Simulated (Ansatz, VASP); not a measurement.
**AlN: VASP beside Ansatz**

```xyz
2
Lattice="0.0000 2.1887 2.1887 2.1887 0.0000 2.1887 2.1887 2.1887 0.0000" Properties=species:S:1:pos:R:3 pbc="T T T"
Al    0.0296    0.0000    0.0099
N     3.2260    3.2830    3.2640
```

Change from the starting cell: mode 4 frozen in at -0.057 Å and mode 5 at -0.019 Å (largest displacements).

Alike in both runs: task single point; functional PBEsol; k mesh 10 × 10 × 10; occupations gaussian, width 0.05 eV; no spin polarisation.

|  | VASP | Ansatz |
| --- | --- | --- |
| version | VASP 6.6.1 | Ansatz 0.2.0 |
| potentials or method | VASP PAW PBE potentials, release 64 (Al, N), cutoff 520 eV | scalar-relativistic, plane waves, PAW |
| valence electrons in the cell | 8 | 8 |

Ansatz gave:

```
gap on the k mesh at the Fermi level (eV)                     : 2.95
least direct gap on the mesh (eV)                             : 3.81
pressure (GPa)                                                : 1.0
traceless stress, the component that is largest in VASP (GPa) : -5.98
rms of the force components (eV/Å)                            : 0.758
```

Q: Estimate VASP's values.

A: gap on the k mesh at the Fermi level (eV): 2.95; least direct gap on the mesh (eV): 3.83; pressure (GPa): 1.0; traceless stress, the component that is largest in VASP (GPa): -6.07; rms of the force components (eV/Å): 0.764.

VASP's potentials were made for PBE, not for PBEsol, and Ansatz warns of the same on its side. Atom by atom the forces differ by 0.006 eV/Å (rms over components). The functional is the same, so the differences come from potentials, cutoffs and numerics.
